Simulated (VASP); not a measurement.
Set up this calculation in VASP 6.6.1, as the native input.

| Quantity | Value |
| --- | --- |
| Task | relaxation of cell and atoms |
| Functional | PBE |
| Potentials or basis | VASP PAW PBE potentials, release 64 (Hg, Mo_sv) |
| Cutoff | 600 eV |
| k mesh | 3 × 3 × 4 |
| Occupations | gaussian, width 0.1 eV |
| Spin | no spin polarisation |
| Dipole correction | no |
| Further INCAR settings | ALGO = Fast; EDIFF = 1e-07; IBRION = 2; EDIFFG = -0.04; NSW = 90; ISIF = 3 |

The structure of HgMo3 lies in POSCAR:

```
HgMo3
1.0
    5.8685209308      0.0000000000      0.0000000000
   -2.9342604654      5.0822882087      0.0000000000
    0.0000000000      0.0000000000      4.7103935147
Hg Mo
2 6
Direct
    0.3333333333      0.6666666667      0.2500000000
    0.6666666667      0.3333333333      0.7500000000
    0.8330000000      0.6660000000      0.2500000000
    0.1670000000      0.8330000000      0.7500000000
    0.3340000000      0.1670000000      0.2500000000
    0.1670000000      0.3340000000      0.7500000000
    0.8330000000      0.1670000000      0.2500000000
    0.6660000000      0.8330000000      0.7500000000
```

One way to write it, as run:

INCAR

```
PREC     = Accurate       # precision mode
ENCUT    = 600            # plane-wave cutoff, eV
EDIFF    = 1E-7           # SCF threshold, eV
ISMEAR   = 0              # smearing method
SIGMA    = 0.1            # smearing width, eV
LREAL    = F              # projectors in reciprocal space
LASPH    = T              # aspherical terms in the spheres
NELM     = 80             # most SCF steps
ALGO     = Fast           # electronic algorithm
ISIF     = 3              # what is computed and relaxed
LWAVE    = F              # write WAVECAR
LCHARG   = F              # write CHGCAR
GGA      = PE             # functional
IBRION   = 2              # ionic algorithm
NSW      = 90             # ionic steps
EDIFFG   = -0.04          # ionic threshold
```

KPOINTS

```
Automatic mesh
0
Gamma
  3 3 4
```

Potentials or basis: VASP PAW PBE potentials, release 64 (Hg, Mo_sv).

Command:

```bash
$ cat potpaw_PBE.64/Hg/POTCAR potpaw_PBE.64/Mo_sv/POTCAR > POTCAR
$ mpirun -np 1 vasp_std > vasp.out
```

Results of the run:

```yaml
Relaxed_volume: 16.89 Å³/atom
Relaxed_cell: a = 5.799 Å, b = 5.799 Å, c = 4.639 Å, α = 90.00°, β = 90.00°, γ = 120.00°
Space_group_after_relaxing_to_0.1_Å: P6_3/mmc (No. 194)
Energy_gained_by_relaxing: 146.9 meV/atom
Ionic_steps: 11
Pressure_after_relaxing: 0.1 GPa
Largest_force_after_relaxing: 0.011 eV/Å
Band_gap_on_the_k_mesh: zero (bands 54 and 55 overlap by 0.76 eV)
```

Caveat: the k points lie up to 0.42 Å⁻¹ apart in the final cell, too coarse for converged energies and pressures of a metal; spin-orbit coupling is left out, which moves the levels of the heavy elements.

Run time: 19 min on 1 thread of AMD EPYC 7R13 Processor (Zen 3), on a shared host, peak memory 0.31 GiB.
